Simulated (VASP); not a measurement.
# SnTe (P6_3/mmc) in VASP: a series of runs, part 2 of 2

VASP 6.6.1.

### Step 3. Relaxation of cell and atoms, PBE

Input file INCAR:

```
SYSTEM = SnTe
PREC     = Accurate       ! precision mode
ENCUT    = 600            ! plane-wave cutoff, eV
EDIFF    = 1E-7           ! SCF threshold, eV
ISMEAR   = 0              ! smearing method
SIGMA    = 0.01           ! smearing width, eV
LREAL    = .FALSE.        ! projectors in reciprocal space
LASPH    = .TRUE.         ! aspherical terms in the spheres
NELM     = 100            ! most SCF steps
ALGO     = Normal         ! electronic algorithm
ISIF     = 3              ! what is computed and relaxed
LWAVE    = .FALSE.        ! write WAVECAR
LCHARG   = .FALSE.        ! write CHGCAR
GGA      = PE             ! functional
IBRION   = 2              ! ionic algorithm
NSW      = 65             ! ionic steps
EDIFFG   = -0.01          ! ionic threshold
```

Input file KPOINTS:

```
Automatic mesh
0
G
  12 12 6
  0 0 0
```

Input file POSCAR:

```
SnTe
1.0
    4.5323837212      0.0000000000      0.0000000000
   -2.2661918606      3.9251594423      0.0000000000
    0.0000000000      0.0000000000      7.4029699012
Sn Te
2 2
Direct
    0.0000000000      0.0000000000      0.0000000000
    0.3333333333      0.6666666667      0.5000000000
    0.6666666667      0.3333333333      0.2500000000
    0.6666666667      0.3333333333      0.7500000000
```

Potentials or basis: VASP PAW PBE potentials, release 64 (Sn_d, Te).

Run with:

```
> cat potpaw_PBE.64/Sn_d/POTCAR potpaw_PBE.64/Te/POTCAR > POTCAR
> mpirun -np 1 vasp_std > vasp.out
```

OUTCAR:

```text
SYSTEM = SnTe
   PREC = Accurate
   ENCUT = 600
   EDIFF = 1E-7
   ISMEAR = 0
   LREAL = .FALSE.
   LASPH = .TRUE.
   NELM = 100
   ISIF = 3
   GGA = PE
   IBRION = 2
   NSW = 65
   EDIFFG = -0.01

 ion  position               nearest neighbor table
   1  0.000  0.000  0.000-   3 3.21   4 3.21   3 3.21   4 3.21   3 3.21   4 3.21
   2  0.333  0.667  0.500-   3 3.21   4 3.21   3 3.21   4 3.21   3 3.21   4 3.21
   3  0.667  0.333  0.250-   2 3.21   1 3.21   2 3.21   1 3.21   1 3.21   2 3.21
   4  0.667  0.333  0.750-   2 3.21   1 3.21   2 3.21   1 3.21   1 3.21   2 3.21

  LATTYP: Found a hexagonal cell.
 ALAT       =     4.5323837212
 C/A-ratio  =     1.6333502096

  Lattice vectors:

 A1 = (   4.5323837212,   0.0000000000,   0.0000000000)
 A2 = (  -2.2661918606,   3.9251594423,   0.0000000000)
 A3 = (   0.0000000000,   0.0000000000,   7.4029699012)

[... 339 lines left out ...]
  free energy    TOTEN  =       -14.71168760 eV

  energy without entropy =      -14.71163757  energy(sigma->0) =      -14.71166259

 E-fermi :   5.9319     XC(G=0):  -9.2009

 val. band max:        5.9250245328   @ k =   0.1667   0.0000   0.3333
 cond. band min:       5.9792240196   @ k =   0.3333   0.3333   0.5000
 fundamental gap:      0.0541994869
 Fermi energy:         5.9319490054

 k-point     1 :       0.0000    0.0000    0.0000
  band No.  band energies     occupation
      1     -15.7200      2.00000
      2     -15.7200      2.00000
      3     -15.7189      2.00000
      4     -15.7189      2.00000
      5     -15.6969      2.00000
      6     -15.6969      2.00000
[... 637 lines left out ...]
     23       7.8218      0.00000
     24       8.8518      0.00000

 [... further k-points ...]

------------------------ aborting loop because EDIFF is reached ----------------------------------------

  FORCE on cell =-STRESS in cart. coord.  units (eV):
  Direction    XX          YY          ZZ          XY          YZ          ZX
  --------------------------------------------------------------------------------------
  -------------------------------------------------------------------------------------
  Total       -0.0107118     -0.0107118     -0.0221217      0.0000000     -0.0000000     -0.0000000
  in kB       -0.1287533     -0.1287533     -0.2658975      0.0000000     -0.0000000     -0.0000000
  external PRESSURE =      -0.1744680 kB  Pullay stress =       0.0000000 kB
[... 19 lines left out ...]
  FREE ENERGIE OF THE ION-ELECTRON SYSTEM (eV)
  ---------------------------------------------------
  free  energy   TOTEN  =       -14.7116875990 eV

  energy  without entropy=      -14.7116375744  energy(sigma->0) =      -14.71166259

 reached required accuracy - stopping structural energy minimisation
```

It took 7.3 min on 1 thread of Intel Xeon 6975P-C (Granite Rapids), shared host; peak memory 0.47 GiB.

What came out:

| Quantity | Value |
| --- | --- |
| Free energy | -14.7117 eV |
| Relaxed volume | 33.32 Å³/atom |
| Relaxed cell | a = 4.385 Å, b = 4.385 Å, c = 8.006 Å, α = 90.00°, β = 90.00°, γ = 120.00° |
| Space group after relaxing (to 0.1 Å) | P6_3/mmc (No. 194) |
| Energy gained by relaxing | 49.5 meV/atom |
| Ionic steps | 5 |
| Pressure after relaxing | 0.0 GPa |
| Band gap on the k mesh | zero (bands 20 and 21 overlap by 0.27 eV) |

The path:
| step | energy change (eV) | largest force (eV/Å) | pressure (GPa) | volume (Å³) |
| --- | --- | --- | --- | --- |
| 1 | 0.0000 | 0.0000 | 1.32 | 131.70 |
| 2 | -0.1549 | 0.0000 | -0.62 | 136.77 |
| 3 | -0.1665 | 0.0000 | -1.22 | 138.58 |
| 4 | -0.1975 | 0.0000 | -0.21 | 134.05 |
| 5 | -0.1982 | 0.0000 | -0.02 | 133.30 |

Final structure:
```xyz
4
Lattice="4.3847 0.0000 0.0000 -2.1924 3.7973 0.0000 0.0000 0.0000 8.0057" Properties=species:S:1:pos:R:3 pbc="T T T"
Sn    0.0000    0.0000    0.0000
Sn    0.0000    2.5315    4.0029
Te    2.1924    1.2658    2.0014
Te    2.1924    1.2658    6.0043
```

Caveat: semilocal functionals underestimate gaps, so a narrow gap can read as zero; spin-orbit coupling is left out, which moves the levels of the heavy elements.

### Step 4. Single point, PBE

This run uses another cell than the first one, of 33.31 Å³/atom.

Input file INCAR:

```
PREC     = Accurate       # precision mode
ENCUT    = 520            # plane-wave cutoff, eV
EDIFF    = 1E-6           # SCF threshold, eV
ISMEAR   = 0              # smearing method
SIGMA    = 0.01           # smearing width, eV
LREAL    = False          # projectors in reciprocal space
LASPH    = True           # aspherical terms in the spheres
NELM     = 60             # most SCF steps
ALGO     = Normal         # electronic algorithm
ISIF     = 2              # what is computed and relaxed
LWAVE    = False          # write WAVECAR
LCHARG   = False          # write CHGCAR
GGA      = PE             # functional
NBANDS   = 28             # bands
```

Input file KPOINTS:

```
Automatic mesh
0
Gamma
  12 12 6
```

Input file POSCAR:

```
SnTe
1.0
    4.3848063340      0.0000000000      0.0000000000
   -2.1924031670      3.7973536759      0.0000000000
    0.0000000000      0.0000000000      8.0024171414
Sn Te
2 2
Direct
    0.0000000000      0.0000000000      0.0000000000
    0.3333333333      0.6666666667      0.5000000000
    0.6666666667      0.3333333333      0.2500000000
    0.6666666667      0.3333333333      0.7500000000
```

Run with:

```
> cat potpaw_PBE.64/Sn_d/POTCAR potpaw_PBE.64/Te/POTCAR > POTCAR
> mpirun -np 1 vasp_std > vasp.out
```

It took 2 min on 1 thread of Intel Xeon 6975P-C (Granite Rapids), shared host; peak memory 0.41 GiB.

Results (log left out):

```yaml
Free_energy: -14.7122 eV
Pressure: 0.0 GPa
Band_gap_on_the_k_mesh: zero (bands 20 and 21 overlap by 0.27 eV)
```

Levels at points of the mesh, in eV from the Fermi level:
```csv
k point,band 17,band 18,band 19,band 20,band 21,band 22,band 23,band 24
"(0.00, 0.00, 0.00)",-1.58,-0.61,-0.61,0.25,1.21,1.22,1.22,3.17
"(0.50, 0.00, 0.00)",-2.79,-1.24,-0.60,-0.21,-0.01,0.63,0.80,3.63
"(0.00, 0.00, 0.50)",-1.20,-1.20,-1.00,-1.00,2.15,2.15,2.15,2.15
"(0.50, 0.00, 0.50)",-2.30,-2.30,-2.24,-2.24,1.65,1.65,2.68,2.68
```

Caveat: semilocal functionals underestimate gaps, so a narrow gap can read as zero; spin-orbit coupling is left out, which moves the levels of the heavy elements.

### Step 5. Single point, PBE

This run uses another cell than the first one, of 33.61 Å³/atom.

Input file INCAR:

```
ALGO = Normal
EDIFF = 1E-6
ENCUT = 520
GGA = PE
ISIF = 2
ISMEAR = 0
LASPH = True
LCHARG = False
LREAL = False
LWAVE = False
NBANDS = 28
NELM = 100
PREC = Accurate
SIGMA = 0.01
```

Input file KPOINTS:

```
k-points
0
Gamma
  12 12 6
```

Input file POSCAR:

```
SnTe
1.0
    4.4437308659      0.0000000000      0.0000000000
   -2.2218654329      3.8483838174      0.0000000000
    0.0000000000      0.0000000000      7.8626043511
Sn Te
2 2
Direct
    0.0000000000      0.0000000000      0.0000000000
    0.0000000000      0.0000000000      0.5000000000
    0.3333333333      0.6666666667      0.2500000000
    0.6666666667      0.3333333333      0.7500000000
```

Run with:

```
> cat potpaw_PBE.64/Sn_d/POTCAR potpaw_PBE.64/Te/POTCAR > POTCAR
> mpirun -np 1 vasp_std > vasp.out
```

It took 1.9 min on 1 thread of Intel Xeon 6975P-C (Granite Rapids), shared host; peak memory 0.42 GiB.

Results (log left out):

```
Free energy            : -14.9247 eV
Pressure               : -0.1 GPa
Band gap on the k mesh : zero (bands 20 and 21 overlap by 0.58 eV)
```

Levels at points of the mesh, in eV from the Fermi level:
```csv
k point,band 18,band 19,band 20,band 21,band 22,band 23
"(0.00, 0.00, 0.00)",-1.52,-1.52,-0.17,0.52,1.50,1.50
"(0.50, 0.00, 0.00)",-1.72,-1.57,-0.99,-0.19,0.40,1.38
"(0.00, 0.00, 0.50)",-1.74,-1.43,-1.43,1.62,1.62,1.62
"(0.50, 0.00, 0.50)",-2.93,-2.74,-2.74,1.48,1.48,2.29
```

Caveat: semilocal functionals underestimate gaps, so a narrow gap can read as zero; spin-orbit coupling is left out, which moves the levels of the heavy elements.

### Step 6. Single point, PBE

This run uses another cell than the first one: it holds 8 atoms, not 4.

Input file INCAR:

```
PREC     = Accurate       # precision mode
ENCUT    = 520            # plane-wave cutoff, eV
EDIFF    = 1E-7           # SCF threshold, eV
ISMEAR   = 0              # smearing method
SIGMA    = 0.01           # smearing width, eV
LREAL    = F              # projectors in reciprocal space
LASPH    = T              # aspherical terms in the spheres
NELM     = 80             # most SCF steps
ALGO     = Normal         # electronic algorithm
ISIF     = 2              # what is computed and relaxed
LWAVE    = F              # write WAVECAR
LCHARG   = F              # write CHGCAR
GGA      = PE             # functional
NBANDS   = 50             # bands
```

Input file KPOINTS:

```
Automatic mesh
0
Gamma
  12 12 3
```

Input file POSCAR:

```
SnTe
1.0
    4.4595620655      0.0000000000      0.0000000000
   -2.2297810328      3.8620940385      0.0000000000
    0.0000000000      0.0000000000     15.4147448775
Sn Te
4 4
Direct
    0.0000000000      0.0000000000      0.0000000000
    0.3333333333      0.6666666667      0.2500000000
    0.0000000000      0.0000000000      0.5000000000
    0.6666666667      0.3333333333      0.7500000000
    0.6666666667      0.3333333333      0.1212842140
    0.6666666667      0.3333333333      0.3787157860
    0.3333333333      0.6666666667      0.6212842140
    0.3333333333      0.6666666667      0.8787157860
```

Potentials or basis: VASP PAW PBE potentials, release 64 (Sn_d, Te).

Run with:

```
> cat potpaw_PBE.64/Sn_d/POTCAR potpaw_PBE.64/Te/POTCAR > POTCAR
> mpirun -np 1 vasp_std > vasp.out
```

Wall time 5.7 min (1 thread of Intel Xeon 6975P-C (Granite Rapids), shared host); peak memory 0.65 GiB.

It converged, with:

```yaml
Free_energy: -29.8237 eV
Pressure: 0.0 GPa
Band_gap_on_the_k_mesh: zero (bands 40 and 41 overlap by 0.18 eV)
```

Levels at points of the mesh, in eV from the Fermi level:
| k point | band 36 | band 37 | band 38 | band 39 | band 40 | band 41 | band 42 | band 43 | band 44 | band 45 |
| --- | --- | --- | --- | --- | --- | --- | --- | --- | --- | --- |
| (0.00, 0.00, 0.00) | -1.16 | -1.15 | -1.15 | -0.87 | 0.15 | 0.67 | 0.83 | 0.83 | 1.76 | 1.76 |
| (0.50, 0.00, 0.00) | -2.48 | -2.45 | -1.46 | -1.14 | -0.13 | -0.03 | 0.50 | 0.61 | 1.55 | 2.46 |

Caveat: semilocal functionals underestimate gaps, so a narrow gap can read as zero; spin-orbit coupling is left out, which moves the levels of the heavy elements.

### Step 7. Overview

| task | cell | k mesh | cutoff (eV) | gap on the mesh (eV) | pressure (GPa) | relaxed volume (Å³/atom) |
| --- | --- | --- | --- | --- | --- | --- |
| relaxation of cell and atoms | relaxed from a = 4.532, b = 4.532, c = 7.403 Å, angles 90.0, 90.0, 120.0°, 4 atoms, atomic positions A | 12 × 12 × 6 | 600 | none | 0.0 | 33.58 |
| relaxation of cell and atoms | relaxed from a = 4.532, b = 4.532, c = 7.403 Å, angles 90.0, 90.0, 120.0°, 4 atoms, atomic positions B | 12 × 12 × 6 | 600 | none | 0.0 | 33.32 |
| single point | a = 4.385, b = 4.385, c = 8.002 Å, angles 90.0, 90.0, 120.0°, 4 atoms, atomic positions B | 12 × 12 × 6 | 520 | none | 0.0 | - |
| single point | a = 4.444, b = 4.444, c = 7.863 Å, angles 90.0, 90.0, 120.0°, 4 atoms, atomic positions A | 12 × 12 × 6 | 520 | none | -0.1 | - |
| single point | a = 4.460, b = 4.460, c = 15.415 Å, angles 90.0, 90.0, 120.0°, 8 atoms, atomic positions C | 12 × 12 × 3 | 520 | none | 0.0 | - |

Alike in all rows: level PBE; potentials or basis VASP PAW PBE potentials, release 64 (Sn_d, Te); no spin polarisation; smearing gaussian 0.01 eV.

Caveats: semilocal functionals underestimate gaps, so a narrow gap can read as zero; spin-orbit coupling is left out, which moves the levels of the heavy elements.

Total energies depend on the potentials used, so only differences within one code and one set of settings carry meaning.
